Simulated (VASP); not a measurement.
Ba: relaxation of cell and atoms with LDA

The system is Ba.

```xyz
2
Lattice="4.4545 0.0000 0.0000 -2.2272 3.8577 0.0000 0.0000 0.0000 7.2742" Properties=species:S:1:pos:R:3 pbc="T T T"
Ba    0.0000    2.5718    1.8185
Ba    2.2272    1.2859    5.4556
```

This isn't the form of Ba at room conditions, which is bcc.

* Program: VASP 6.6.1
* Task: relaxation of cell and atoms
* Functional: LDA
* Potentials or basis: VASP PAW LDA potentials, release 64 (Ba_sv)
* Cutoff: 500 eV
* k mesh: 8 × 8 × 5
* Occupations: fermi-dirac, width 0.1 eV
* Spin: no spin polarisation
* Dipole correction: no
* Further INCAR settings: ALGO = Normal; EDIFF = 1e-07; IBRION = 2; EDIFFG = -0.01; NSW = 80; ISIF = 3

- Relaxed volume: 53.90 Å³/atom
- Relaxed cell: a = 4.252 Å, b = 4.252 Å, c = 6.886 Å, α = 90.00°, β = 90.00°, γ = 120.00°
- Space group after relaxing (to 0.1 Å): P6_3/mmc (No. 194)
- Energy gained by relaxing: 34.8 meV/atom
- Ionic steps: 8
- Pressure after relaxing: 0.0 GPa
- Band gap on the k mesh: zero (bands 10 and 11 overlap by 0.50 eV)

Step by step:
| step | energy change (eV) | largest force (eV/Å) | pressure (GPa) | volume (Å³) |
| --- | --- | --- | --- | --- |
| 1 | 0.0000 | 0.0000 | -1.17 | 125.00 |
| 2 | -0.0476 | 0.0000 | -0.71 | 116.94 |
| 3 | -0.0687 | 0.0000 | -0.12 | 108.97 |
| 4 | -0.0691 | 0.0000 | 0.00 | 107.58 |
| 5 | -0.0691 | 0.0000 | -0.02 | 107.91 |
| 6 | -0.0694 | 0.0000 | -0.03 | 107.87 |
| 7 | -0.0695 | 0.0000 | -0.03 | 107.79 |
| 8 | -0.0695 | 0.0000 | -0.03 | 107.80 |

Final structure:
```
Ba
1.0
     4.25158    0.00000    0.00000
    -2.12579    3.68198    0.00000
     0.00000    0.00000    6.88619
Ba
2
Direct
  0.33333 0.66667 0.25000
  0.66667 0.33333 0.75000
```

Levels at points of the mesh, in eV from the Fermi level:
```
           k point  band 6  band 7  band 8  band 9  band 10  band 11  band 12  band 13  band 14
(0.00, 0.00, 0.00)  -13.43  -13.43  -13.42   -2.83    -1.05     1.70     1.85     1.85     1.90
(0.50, 0.00, 0.00)  -13.70  -13.61  -13.52   -0.70    -0.60    -0.30     0.99     1.66     1.69
```

Run time: 2.3 min on 1 thread of Intel(R) Xeon(R) 6975P-C (Granite Rapids) (shared host), peak memory 0.22 GiB.

Caveat: spin-orbit coupling is left out, which moves the levels of the heavy elements.
